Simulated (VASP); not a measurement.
# Ge2F3 (P6/mmm) in VASP: a series of runs

Runs on Ge2F3. Level: PBE. Tasks: single point.

Program: VASP 6.6.1. These are calculated values, not measurements. Logs are shortened: lines on timing, memory, paths and dates and some standing lists are left out, and cuts for length are marked.

## 1. The cell of the first run

It takes space group P6/mmm (No. 191, hexagonal). Conventional cell: a = 4.571 Å, b = 4.571 Å, c = 4.218 Å, α = 90.00°, β = 90.00°, γ = 120.00°. Ge (site symmetry 6mm) has 2 Ge at 1.99 to 2.23 Å and 6 F at 2.49 Å within 2.6 Å. F (site symmetry mmm) has 4 F at 2.29 Å and 4 Ge at 2.49 Å within 3.0 Å.

The cell was generated, and may not be a known phase.

## 2. Single point, PBE

File INCAR:

```
SYSTEM = Ge2F3
ALGO     = Fast           ! electronic algorithm
EDIFF    = 1E-6           ! SCF threshold, eV
ENCUT    = 520            ! plane-wave cutoff, eV
GGA      = PE             ! functional
ISIF     = 2              ! what is computed and relaxed
ISMEAR   = 0              ! smearing method
LASPH    = .TRUE.         ! aspherical terms in the spheres
LCHARG   = .TRUE.         ! write CHGCAR
LELF     = .TRUE.         ! ELF
LREAL    = .FALSE.        ! projectors in reciprocal space
LVHAR    = .TRUE.       
LWAVE    = .FALSE.        ! write WAVECAR
NBANDS   = 32             ! bands
NELM     = 80             ! most SCF steps
PREC     = Accurate       ! precision mode
SIGMA    = 0.1            ! smearing width, eV
```

File KPOINTS:

```
k-points
0
G
  6 6 4
  0 0 0
```

File POSCAR:

```
Ge2F3
1.0
    4.5706564100      0.0000000000      0.0000000000
   -2.2853282000      3.9583045600      0.0000000000
    0.0000000000      0.0000000000      4.2183866400
Ge F
2 3
Direct
    0.0000000000      0.0000000000      0.7643419800
    0.0000000000      0.0000000000      0.2356580200
    0.5000000000      0.0000000000      0.0000000000
    0.0000000000      0.5000000000      0.0000000000
    0.5000000000      0.5000000000      0.0000000000
```

Potentials or basis: VASP PAW PBE potentials, release 64 (Ge_d, F).

Run with:

```bash
cat potpaw_PBE.64/Ge_d/POTCAR potpaw_PBE.64/F/POTCAR > POTCAR
mpirun -np 1 vasp_std > vasp.out
```

OUTCAR:

```text
SYSTEM = Ge2F3
   EDIFF = 1E-6
   ENCUT = 520
   GGA = PE
   ISIF = 2
   ISMEAR = 0
   LASPH = .TRUE.
   LREAL = .FALSE.
   NELM = 80
   PREC = Accurate

 ion  position               nearest neighbor table
   1  0.000  0.000  0.764-   2 1.99   2 2.23
   2  0.000  0.000  0.236-   1 1.99   1 2.23
   3  0.500  0.000  0.000-
   4  0.000  0.500  0.000-
   5  0.500  0.500  0.000-

  LATTYP: Found a hexagonal cell.
 ALAT       =     4.5706564100
 C/A-ratio  =     0.9229279696

  Lattice vectors:

 A1 = (   4.5706564100,   0.0000000000,   0.0000000000)
 A2 = (  -2.2853282000,   3.9583045600,   0.0000000000)
 A3 = (   0.0000000000,   0.0000000000,   4.2183866400)

Analysis of symmetry for initial positions (statically):
=====================================================================
 Subroutine PRICEL returns:
 Original cell was already a primitive cell.

 Routine SETGRP: Setting up the symmetry group for a
 hexagonal supercell.

 Subroutine GETGRP returns: Found 24 space group operations
 (whereof 24 operations were pure point group operations)
 out of a pool of 24 trial point group operations.

The static configuration has the point symmetry D_6h.

Analysis of symmetry for dynamics (positions and initial velocities):
=====================================================================
 Subroutine PRICEL returns:
 Original cell was already a primitive cell.

 Routine SETGRP: Setting up the symmetry group for a
 hexagonal supercell.

 Subroutine GETGRP returns: Found 24 space group operations
 (whereof 24 operations were pure point group operations)
 out of a pool of 24 trial point group operations.

The dynamic configuration has the point symmetry D_6h.

 Subroutine INISYM returns: Found 24 space group operations
 (whereof 24 operations are pure point group operations),
 and found     1 'primitive' translations

----------------------------------------------------------------------------------------

                                     Primitive cell

  volume of cell :      76.3193

  direct lattice vectors                    reciprocal lattice vectors
     4.570656410  0.000000000  0.000000000     0.218786955  0.126316707  0.000000000
    -2.285328200  3.958304560  0.000000000     0.000000000  0.252633415  0.000000000
     0.000000000  0.000000000  4.218386640     0.000000000  0.000000000  0.237057455

  length of vectors
     4.570656410  4.570656405  4.218386640     0.252633415  0.252633415  0.237057455

  position of ions in fractional coordinates (direct lattice)
     0.000000000  0.000000000  0.764341980
     0.000000000  0.000000000  0.235658020
     0.500000000  0.000000000  0.000000000
     0.000000000  0.500000000  0.000000000
     0.500000000  0.500000000  0.000000000

  ion indices of the primitive-cell ions
   primitive index   ion index
                 1           1
                 2           2
                 3           3
                 4           4
                 5           5

----------------------------------------------------------------------------------------

 KPOINTS: k-points

Automatic generation of k-mesh.
 Grid dimensions read from file:
 generate k-points for:    6    6    4

 Generating k-lattice:

  Cartesian coordinates                     Fractional coordinates (reciprocal lattice)
     0.036464493  0.021052785  0.000000000     0.166666667  0.000000000  0.000000000
     0.000000000  0.042105569  0.000000000     0.000000000  0.166666667  0.000000000
     0.000000000  0.000000000  0.059264364     0.000000000  0.000000000  0.250000000

  Length of vectors
     0.042105569  0.042105569  0.059264364

  Shift w.r.t. Gamma in fractional coordinates (k-lattice)
     0.000000000  0.000000000  0.000000000

 Subroutine IBZKPT returns following result:
 ===========================================

 Found     21 irreducible k-points:

 Following reciprocal coordinates:
            Coordinates               Weight
  0.000000  0.000000  0.000000      1.000000
  0.166667 -0.000000  0.000000      6.000000
  0.333333 -0.000000  0.000000      6.000000
  0.500000  0.000000  0.000000      3.000000
  0.166667  0.166667  0.000000      6.000000
  0.333333  0.166667  0.000000     12.000000
[... 13 lines left out ...]
  0.333333  0.166667  0.500000     12.000000
  0.333333  0.333333  0.500000      2.000000
   k-points           NKPTS =     21   k-points in BZ     NKDIM =     21   number of bands    NBANDS=     32
   number of dos      NEDOS =    301   number of ions     NIONS =      5
   total plane-waves  NPLWV =  41472
   dimension x,y,z NGX =    36 NGY =   36 NGZ =   32
   dimension x,y,z NGXF=    72 NGYF=   72 NGZF=   64
   ions per type =               2   3
   NGX,Y,Z   is equivalent  to a cutoff of  13.09, 13.09, 12.61 a.u.
   NGXF,Y,Z  is equivalent  to a cutoff of  26.19, 26.19, 25.22 a.u.
 SYSTEM =  Ge2F3
   PREC   = accura    normal or accurate (medium, high low for compatibility)
   ISTART =      0    job   : 0-new  1-cont  2-samecut
   ICHARG =      2    charge: 1-file 2-atom 10-const
   ISPIN  =      1    spin polarized calculation?
   LNONCOLLINEAR =      F non collinear calculations
   LSORBIT =      F    spin-orbit coupling
   LASPH  =      T    aspherical Exc in radial PAW
   ENCUT  =  520.0 eV  38.22 Ry    6.18 a.u.   8.50  8.50  7.84*2*pi/ulx,y,z
   NELM   =     80;   NELMIN=  2; NELMDL= -5     # of ELM steps
   EDIFF  = 0.1E-05   stopping-criterion for ELM
   LREAL  =      F    real-space projection
   EDIFFG = 0.1E-04   stopping-criterion for IOM
   NSW    =      0    number of steps for IOM
   IBRION =     -1    ionic relax: 0-MD 1-quasi-New 2-CG
   NFREE  =      0    steps in history (QN), initial steepest desc. (CG)
   ISIF   =      2    stress and relaxation
   ISYM   =      2    0-nonsym 1-usesym 2-fastsym
   POTIM  = 0.5000    time-step for ionic-motion
   TEBEG  =    0.0;   TEEND  =   0.0 temperature during run
   PSTRESS=    0.0 pullay stress
   NELECT =      49.0000    total number of electrons
   NUPDOWN=      -1.0000    fix difference up-down
   EMIN   =  10.00;   EMAX   =-10.00  energy-range for DOS
   EFERMI =   0.00;   METHOD = LEGACY
   ISMEAR =     0;   SIGMA  =   0.10  broadening in eV -4-tet -1-fermi 0-gaus
   EFERMI_NEDOS =   21; number of points for ismear=-14 and -15
   IALGO  =     68    algorithm
   IMIX   =      4    mixing-type and parameters
     AMIX     =   0.40;   BMIX     =  1.00
     AMIX_MAG =   1.60;   BMIX_MAG =  1.00
  volume/ion in A,a.u.               =      15.26       103.01
  Fermi-wavevector in a.u.,A,eV,Ry     =   1.412306  2.668871 27.138292  1.994608
  Thomas-Fermi vector in A             =   2.534068
   LORBIT       =      0    0 simple, 1 ext, 2 COOP (PROOUT), +10 PAW based schemes
   GGA     = PE    functional components
   LHFCALC =     F    Hartree Fock is set to
   AEXX    =    0.0000 exact exchange contribution
   IVDW    =     0    specifies the selected vdW correction
   LEPSILON=     F    determine dielectric tensor
   LRPA    =     F    only Hartree local field effects (RPA)
 non-spin polarized calculation
 RMM-DIIS sequential band-by-band and
 Gauss-broadening in eV      SIGMA  =   0.10
  energy-cutoff  :      520.00
  volume of cell :       76.32
 maximum number of plane-waves:      2085
 NGX is ok and might be reduce to    36
   NGX = 17   NGY = 17   NGZ = 15

 number of electron      49.0000003 magnetization

 Free energy of the ion-electron system (eV)
  ---------------------------------------------------
  ext. energy  EPLUGINS =         0.00000000
  ---------------------------------------------------
  free energy    TOTEN  =       -15.63136707 eV

  energy without entropy =      -15.62431078  energy(sigma->0) =      -15.62783892

 E-fermi :   2.5917     XC(G=0):  -9.5474

 val. band max:        2.4467544312   @ k =   0.0000   0.0000   0.0000
 cond. band min:       2.6487073107   @ k =   0.3333   0.1667   0.2500
 fundamental gap:      0.2019528795
 Fermi energy:         2.5916819713

 k-point     1 :       0.0000    0.0000    0.0000
  band No.  band energies     occupation
      1     -24.2626      2.00000
      2     -23.7082      2.00000
      3     -23.7082      2.00000
      4     -23.4211      2.00000
      5     -23.4211      2.00000
      6     -23.3258      2.00000
[... 24 lines left out ...]
     31      11.8295      0.00000
     32      11.8295      0.00000

 k-point     2 :       0.1667   -0.0000    0.0000
  band No.  band energies     occupation
      1     -24.2625      2.00000
      2     -23.7105      2.00000
      3     -23.7088      2.00000
      4     -23.4205      2.00000
      5     -23.4186      2.00000
      6     -23.3257      2.00000
[... 24 lines left out ...]
     31      11.4157      0.00000
     32      12.4123      0.00000

 k-point     3 :       0.3333   -0.0000    0.0000
  band No.  band energies     occupation
      1     -24.2624      2.00000
      2     -23.7149      2.00000
      3     -23.7100      2.00000
      4     -23.4196      2.00000
      5     -23.4135      2.00000
      6     -23.3256      2.00000
[... 24 lines left out ...]
     31      10.6739      0.00000
     32      13.1663      0.00000

 k-point     4 :       0.5000    0.0000    0.0000
  band No.  band energies     occupation
      1     -24.2624      2.00000
      2     -23.7171      2.00000
      3     -23.7106      2.00000
      4     -23.4191      2.00000
      5     -23.4110      2.00000
      6     -23.3256      2.00000
[... 549 lines left out ...]
     31      11.4661      0.00000
     32      11.6125      0.00000

 k-point    20 :       0.3333    0.1667    0.5000
  band No.  band energies     occupation
      1     -23.7924      2.00000
      2     -23.5344      2.00000
      3     -23.5293      2.00000
      4     -23.3935      2.00000
      5     -23.3885      2.00000
      6     -23.3495      2.00000
[... 24 lines left out ...]
     31      11.0292      0.00000
     32      12.6873      0.00000

 k-point    21 :       0.3333    0.3333    0.5000
  band No.  band energies     occupation
      1     -23.7923      2.00000
      2     -23.5327      2.00000
      3     -23.5327      2.00000
      4     -23.3902      2.00000
      5     -23.3902      2.00000
      6     -23.3491      2.00000
[... 24 lines left out ...]
     31      11.9336      0.00000
     32      11.9336      0.00000

------------------------ aborting loop because EDIFF is reached ----------------------------------------

  FORCE on cell =-STRESS in cart. coord.  units (eV):
  Direction    XX          YY          ZZ          XY          YZ          ZX
  --------------------------------------------------------------------------------------
  -------------------------------------------------------------------------------------
  Total        1.9423531      1.9423531     22.5854703      0.0000000      0.0000000      0.0000000
  in kB       40.7759980     40.7759980    474.1388643      0.0000001      0.0000000      0.0000000
  external PRESSURE =     185.2302868 kB  Pullay stress =       0.0000000 kB

 VOLUME and BASIS-vectors are now :
 -----------------------------------------------------------------------------
  energy-cutoff  :      520.00
  volume of cell :       76.32
      direct lattice vectors                 reciprocal lattice vectors
     4.570656410  0.000000000  0.000000000     0.218786955  0.126316707  0.000000000
    -2.285328200  3.958304560  0.000000000     0.000000000  0.252633415  0.000000000
     0.000000000  0.000000000  4.218386640     0.000000000  0.000000000  0.237057455

 POSITION                                       TOTAL-FORCE (eV/Angst)
 -----------------------------------------------------------------------------------
      0.00000      0.00000      3.22429         0.000000     -0.000000     -3.409607
      0.00000      0.00000      0.99410        -0.000000      0.000000      3.409607
      2.28533      0.00000      0.00000         0.000000      0.000000      0.000000
     -1.14266      1.97915      0.00000         0.000000      0.000000      0.000000
      1.14266      1.97915      0.00000         0.000000      0.000000      0.000000
 -----------------------------------------------------------------------------------
    total drift:                               -0.000000      0.000000     -0.000000

  FREE ENERGIE OF THE ION-ELECTRON SYSTEM (eV)
  ---------------------------------------------------
  free  energy   TOTEN  =       -15.6313670718 eV

  energy  without entropy=      -15.6243107765  energy(sigma->0) =      -15.62783892
```

Wall time 67 s (1 thread of Oxide Virtual Turin-like, shared host); peak memory 0.17 GiB.

Results:

```
Free energy            : -15.6314 eV
Pressure               : 18.5 GPa
Largest force          : 3.410 eV/Å
Band gap on the k mesh : zero (an odd number of electrons rules out a gap without spin polarisation)
```

Forces in eV/Å, atoms in the order of the input:
```
Ge   0.000  0.000 -3.410
Ge   0.000  0.000  3.410
F    0.000  0.000  0.000
F    0.000  0.000  0.000
F    0.000  0.000  0.000
```

Caveat: the k points lie up to 0.37 Å⁻¹ apart, too coarse for converged energies and pressures of a metal; an odd number of electrons without spin polarisation forces a metal; a magnetic or distorted state may lie lower.

## 3. Single point, PBE

This run uses another cell than the first one, of 20.68 Å³/atom.

File INCAR:

```
  ALGO = Normal
  EDIFF = 1E-7
  ENCUT = 520
  GGA = PE
  ISIF = 2
  ISMEAR = 0
  LASPH = T
  LCHARG = F
  LREAL = F
  LWAVE = F
  NBANDS = 32
  NELM = 100
  PREC = Accurate
  SIGMA = 0.1
```

File KPOINTS:

```
k-points
0
Gamma
  6 6 4
```

File POSCAR:

```
Ge2F3
1.0
    4.6327283525     -0.0000000029      0.0000000000
   -2.3163641737      4.0120604436      0.0000000000
    0.0000000000      0.0000000000      5.5639480026
Ge F
2 3
Direct
    0.0000000000      0.0000000000      0.7912822865
    0.0000000000      0.0000000000      0.2087177135
    0.5000000000      0.0000000000      0.0000000000
    0.0000000000      0.5000000000      0.0000000000
    0.5000000000      0.5000000000      0.0000000000
```

Potentials or basis: VASP PAW PBE potentials, release 64 (Ge_d, F).

Run with:

```bash
cat potpaw_PBE.64/Ge_d/POTCAR potpaw_PBE.64/F/POTCAR > POTCAR
mpirun -np 1 vasp_std > vasp.out
```

Wall time 2.2 min (1 thread of Oxide Virtual Turin-like, shared host); peak memory 0.2 GiB.

It converged, with:

| Item | Value |
| --- | --- |
| Free energy | -17.5368 eV |
| Pressure | -0.1 GPa |
| Largest force | 0.022 eV/Å |
| Band gap on the k mesh | zero (an odd number of electrons rules out a gap without spin polarisation) |

Forces on the atoms (eV/Å):
```
Ge   0.000  0.000 -0.022
Ge   0.000  0.000  0.022
F    0.000  0.000  0.000
F    0.000  0.000  0.000
F    0.000  0.000  0.000
```

Stress tensor (GPa, compression positive):
```
-0.21  0.00  0.00
 0.00 -0.21  0.00
 0.00  0.00  0.01
```

Levels at points of the mesh, in eV from the Fermi level:
```
           k point  band 23  band 24  band 25  band 26  band 27  band 28
(0.00, 0.00, 0.00)    -1.26    -0.01    -0.01     3.04     3.04     3.60
(0.50, 0.00, 0.00)    -1.95    -0.68    -0.14     0.31     2.40     3.96
(0.00, 0.00, 0.50)    -0.01    -0.01     0.92     2.48     2.48     3.99
(0.50, 0.00, 0.50)    -1.92    -0.14     1.41     1.52     2.22     2.68
```

Caveat: an odd number of electrons without spin polarisation forces a metal; a magnetic or distorted state may lie lower.

The gap in the log of VASP goes by the Fermi energy; the results here count the filled bands.